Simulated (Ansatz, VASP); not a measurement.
## One calculation of CaBr, two programs

Contents of INCAR:

```
SYSTEM = CaBr
  PREC = Accurate
  ENCUT = 520
  EDIFF = 1E-7
  ISMEAR = -1
  SIGMA = 0.05
  LREAL = .False.
  LASPH = .True.
  NELM = 60
  ALGO = Normal
  ISIF = 2
  LWAVE = .False.
  LCHARG = .True.
  GGA = PE
  LELF = .True.
  LVHAR = .True.
  NBANDS = 16
```

Contents of KPOINTS:

```
regular mesh
0
Gamma
  9 9 7
  0 0 0
```

File POSCAR:

```
CaBr
1.0
    3.7536197624      0.0000000000      0.0000000000
   -1.8768098812      3.2507300721      0.0000000000
    0.0000000000      0.0000000000      4.1599433016
Ca Br
1 1
Direct
    0.0000000000      0.0000000000      0.0000000000
    0.3333333333      0.6666666667      0.5000000000
```

Input for Ansatz:

```yaml
crystal:
  lattice:
    - [3.7536197624182654, 0.0, 0.0]
    - [-1.8768098812091327, 3.2507300720572663, 0.0]
    - [0.0, 0.0, 4.159943301556937]
  atoms:
    - { symbol: Ca, position: [0.0, 0.0, 0.0] }
    - { symbol: Br, position: [0.3333333333333333, 0.6666666666666666, 0.5] }
basis:
  ecutwfc: 500.0
kpoints:
  mp_grid:
    grid: [9, 9, 7]
hamiltonian:
  xc: pbe
  pseudopotentials:
    kind: paw
scf:
  occupations:
    method: fermi_dirac
    width: 0.05
output:
  stress: true
```

Alike in both runs: task single point; functional PBE; k mesh 9 × 9 × 7; occupations fermi-dirac, width 0.05 eV; no spin polarisation.

|  | VASP | Ansatz |
| --- | --- | --- |
| version | VASP 6.6.1 | Ansatz 0.2.0 |
| potentials or method | VASP PAW PBE potentials, release 64 (Ca_sv, Br), cutoff 520 eV | plane waves, PAW |
| valence electrons in the cell | 17 | 17 |

Ansatz gave:

* pressure (GPa): 4.1
* traceless stress, the component that is largest in VASP (GPa): -0.20

Problem. What did VASP give for the same quantities?

Solution. Pressure (GPa): 4.2; traceless stress, the component that is largest in VASP (GPa): -0.16.

The functional is the same, so the differences come from potentials, cutoffs and numerics.
